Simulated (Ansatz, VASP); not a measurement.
One calculation of Zn2SbO3, two programs

```
Zn Sb O
1.0
     6.25327    0.00000    0.00000
    -3.12664    5.41549    0.00000
     0.00000    0.00000    3.23079
Zn Sb O
2 1 3
Direct
  0.33333 0.66667 0.00000
  0.66667 0.33333 0.00000
  0.00000 0.00000 0.00000
  0.50000 0.00000 0.00000
  0.00000 0.50000 0.00000
  0.50000 0.50000 0.00000
```

Alike in both runs: functional PBE; k mesh 6 × 6 × 12; occupations gaussian, width 0.1 eV; no spin polarisation.

Ansatz relaxed the structure, and its values are those at the end. VASP's run is a single point on that final structure, the one shown.

|  | VASP | Ansatz |
| --- | --- | --- |
| version | VASP 6.6.1 | Ansatz 0.2.0 |
| potentials or method | VASP PAW PBE potentials, release 64 (Zn, Sb_d_GW, O), cutoff 600 eV | scalar-relativistic, plane waves, PAW |
| valence electrons in the cell | 57 | 57 |

|  | VASP | Ansatz | Ansatz less VASP |
| --- | --- | --- | --- |
| gap on the k mesh at the Fermi level (eV) | none | none | - |
| pressure (GPa) | 0.5 | 0.0 | -0.47 |

A gap of «none» marks a metal or a gap that the smearing closes. The functional is the same, so the differences come from potentials, cutoffs and numerics.

Neither program's run includes spin-orbit coupling.
